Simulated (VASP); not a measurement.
SiO2: single point with LDA

Crystal: SiO2.

```
Si O
1.0
     5.03870    0.00000    0.00000
    -2.51935    4.36364    0.00000
     0.00000    0.00000    5.35911
Si O
3 6
Direct
  0.00000 0.50000 0.33333
  0.50000 0.50000 0.66667
  0.50000 0.00000 0.00000
  0.58439 0.79220 0.83333
  0.79220 0.58439 0.50000
  0.79220 0.20780 0.16667
  0.41561 0.20780 0.83333
  0.20780 0.41561 0.50000
  0.20780 0.79220 0.16667
```

This cell differs from its parent crystal: strain +0.000 along x and y, -0.030 along z.

| Property | Result |
| --- | --- |
| Program | VASP 6.6.1 |
| Task | single point |
| Functional | LDA |
| Potentials or basis | VASP PAW LDA potentials, release 64 (Si, O) |
| Cutoff | 520 eV |
| k mesh | 6 × 6 × 4 |
| Occupations | gaussian, width 0.05 eV |
| Spin | no spin polarisation |
| Dipole correction | no |
| Further INCAR settings | ALGO = Normal; EDIFF = 1e-06; NBANDS = 34 |

```yaml
Pressure: 6.7 GPa
Largest_force: 0.226 eV/Å
Band_gap_on_the_k_mesh: 5.62 eV, indirect (least direct gap 5.90 eV)
```

Forces on the atoms (eV/Å):
```
Si   0.000  0.000  0.000
Si   0.000  0.000  0.000
Si   0.000  0.000  0.000
O    0.196  0.113  0.000
O    0.000  0.226  0.000
O    0.196 -0.113  0.000
O   -0.196 -0.113  0.000
O    0.000 -0.226  0.000
O   -0.196  0.113  0.000
```

Stress tensor (GPa, compression positive):
```
6.06 0.00 0.00
0.00 6.06 0.00
0.00 0.00 7.95
```

Levels at points of the mesh, in eV from the valence-band top:
```
           k point  band 22  band 23  band 24  band 25  band 26  band 27
(0.00, 0.00, 0.00)    -0.53    -0.53    -0.28     5.62     8.89     8.89
(0.50, 0.00, 0.00)    -1.04    -0.34     0.00     7.66     8.53     9.45
(0.00, 0.00, 0.50)    -0.23    -0.03    -0.03     7.51     7.51     8.38
(0.50, 0.00, 0.50)    -0.75    -0.68    -0.42     8.80     9.18     9.37
```

It took 76 s on 1 thread of AMD EPYC 9R45 (Zen 5), with other jobs on the host, peak memory 0.18 GiB.

Caveat: the cell differs from its parent crystal (strain +0.000 along x and y, -0.030 along z). A k mesh can miss the band edges.
